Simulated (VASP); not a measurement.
Input of a VASP 6.6.1 run:

Contents of INCAR:

```
SYSTEM = V
ALGO     = Normal         ! electronic algorithm
EDIFF    = 1E-7           ! SCF threshold, eV
ENCUT    = 520            ! plane-wave cutoff, eV
GGA      = PS             ! functional
ISIF     = 2              ! what is computed and relaxed
ISMEAR   = 0              ! smearing method
LASPH    = .TRUE.         ! aspherical terms in the spheres
LCHARG   = .FALSE.        ! write CHGCAR
LREAL    = .FALSE.        ! projectors in reciprocal space
LWAVE    = .FALSE.        ! write WAVECAR
NBANDS   = 12             ! bands
NELM     = 60             ! most SCF steps
PREC     = Accurate       ! precision mode
SIGMA    = 0.1            ! smearing width, eV
```

File KPOINTS:

```
k-points
0
G
  8 8 8
  0 0 0
```

The input POSCAR:

```
V
1.0
   -1.4757104115      1.4757104115      1.4757104115
    1.4757104115     -1.4757104115      1.4757104115
    1.4757104115      1.4757104115     -1.4757104115
V
1
Direct
    0.0000000000      0.0000000000      0.0000000000
```

Potentials or basis: VASP PAW PBE potentials, release 64 (V_sv).

The run is started by

```bash
$ cat potpaw_PBE.64/V_sv/POTCAR > POTCAR
$ mpirun -np 1 vasp_std > vasp.out
```

Question: Predict the pressure.

Answer: 0.3 GPa.

Question: What does it give for the band gap on the k mesh?

Answer: Zero (an odd number of electrons rules out a gap without spin polarisation).

Caveat: the k points lie up to 0.38 Å⁻¹ apart, too coarse for converged energies and pressures of a metal; the PAW data sets were made with another functional, which shifts forces and pressure a little.
